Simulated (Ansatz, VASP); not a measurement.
# One calculation of TaN, two programs

INCAR

```
ALGO = Normal
EDIFF = 1E-6
ENCUT = 520
GGA = PE
ISIF = 2
ISMEAR = 0
LASPH = True
LCHARG = False
LREAL = False
LWAVE = False
NBANDS = 24
NELM = 80
PREC = Accurate
SIGMA = 0.15
```

File KPOINTS:

```
k-points
0
Gamma
  14 14 10
```

File POSCAR:

```
TaN
1.0
    0.0000000000     -2.2081122572     -2.2081122572
    0.0000000000      2.2081122572     -2.2081122572
    4.4162245144      0.0000000000      0.0000000000
Ta N
2 2
Direct
    0.5242747680      0.4757252320     -0.0205209401
   -0.0242747680      0.0242747680      0.5205209401
    0.4729406873      0.5270593127      0.4536255461
    0.0270593127     -0.0270593127      0.0463744539
```

Input for Ansatz:

```yaml
crystal:
  lattice:
    - [0.0, -2.2081122572, -2.2081122572]
    - [0.0, 2.2081122572, -2.2081122572]
    - [4.4162245144, 0.0, 0.0]
  atoms:
    - { symbol: Ta, position: [0.524274768, 0.475725232, -0.0205209401] }
    - { symbol: Ta, position: [-0.024274768, 0.024274768, 0.5205209401] }
    - { symbol: "N", position: [0.4729406873, 0.5270593127, 0.4536255461] }
    - { symbol: "N", position: [0.0270593127, -0.0270593127, 0.0463744539] }
basis:
  ecutwfc: 520.0
kpoints:
  mp_grid: { grid: [14, 14, 10] }
hamiltonian:
  xc: pbe
  pseudopotentials: { kind: paw, azcp: { folder: soft_1 } }
scf:
  occupations: { method: gaussian, width: 0.15 }
output:
  forces: true
  stress: true
  eigenvalues: true
```

Change from the starting cell: mode 1 frozen in at -0.205 Å and mode 2 at -0.119 Å (largest displacements).

Alike in both runs: task single point; functional PBE; k mesh 14 × 14 × 10; occupations gaussian, width 0.15 eV; no spin polarisation.

```csv
,VASP,Ansatz
version,VASP 6.6.1,Ansatz 0.2.0
potentials or method,"VASP PAW PBE potentials, release 64 (Ta_pv, N), cutoff 520 eV","scalar-relativistic, plane waves, PAW"
valence electrons in the cell,32,36
```

|  | VASP | Ansatz | Ansatz less VASP |
| --- | --- | --- | --- |
| gap on the k mesh at the Fermi level (eV) | none | none | - |
| pressure (GPa) | 2.3 | 1.3 | -0.94 |
| traceless stress, the component that is largest in VASP (GPa) | 12.40 | 12.23 | -0.167 |
| rms of the force components (eV/Å) | 0.634 | 0.622 | -0.0123 |

Atom by atom the forces differ by 0.017 eV/Å (rms over components). A gap of «none» marks a metal or a gap that the smearing closes. VASP's potentials hold 32 valence electrons a cell and Ansatz's 36, so a difference there can come from the potentials and not from the codes.

Neither program's run includes spin-orbit coupling.
